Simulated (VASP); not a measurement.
Write the native input for VASP 6.6.1 that does the following.

* Task: single point
* Functional: r2SCAN
* Potentials or basis: VASP PAW PBE potentials, release 64 (K_sv)
* Cutoff: 520 eV
* k mesh: 5 × 5 × 5
* Occupations: gaussian, width 0.02 eV
* Spin: no spin polarisation
* Dipole correction: no
* Further INCAR settings: ALGO = Normal; EDIFF = 1e-06; NBANDS = 10

The system is K.

```
K
1.0
    -2.66875    2.66875    2.66875
     2.66875   -2.66875    2.66875
     2.66875    2.66875   -2.66875
K
1
Direct
  0.00000 0.00000 0.00000
```

These files were run (other wordings do the same):

POSCAR

```
K
1.0
   -2.6687532700      2.6687532700      2.6687532700
    2.6687532700     -2.6687532700      2.6687532700
    2.6687532700      2.6687532700     -2.6687532700
K
1
Direct
    0.0000000000      0.0000000000      0.0000000000
```

INCAR.step1

```
ALGO = Normal
EDIFF = 1E-4
ENCUT = 520
GGA = PE
ISMEAR = 0
LASPH = True
LCHARG = False
LREAL = False
LWAVE = True
NBANDS = 10
NELM = 60
PREC = Accurate
SIGMA = 0.02
```

INCAR.step2

```
ALGO = Normal
EDIFF = 1E-6
ENCUT = 520
ISIF = 2
ISMEAR = 0
ISTART = 1
LASPH = True
LCHARG = False
LMIXTAU = True
LREAL = False
LWAVE = False
METAGGA = R2SCAN
NBANDS = 10
NELM = 60
PREC = Accurate
SIGMA = 0.02
```

KPOINTS

```
k-points
0
Gamma
  5 5 5
```

Potentials or basis: VASP PAW PBE potentials, release 64 (K_sv).

The run is started by

```bash
$ cat potpaw_PBE.64/K_sv/POTCAR > POTCAR
$ cp INCAR.step1 INCAR
$ mpirun -np 1 vasp_std > vasp.out
$ cp INCAR.step2 INCAR
$ mpirun -np 1 vasp_std > vasp.out
```

Results of the run:

| Quantity | Value |
| --- | --- |
| Pressure | 0.0 GPa |
| Band gap on the k mesh | zero (an odd number of electrons rules out a gap without spin polarisation) |

Caveat: the PAW data sets were made with another functional, which shifts forces and pressure a little.

Run time: 16 s on 1 thread of Intel(R) Xeon(R) 6975P-C (Granite Rapids), on a shared host, peak memory 0.21 GiB.
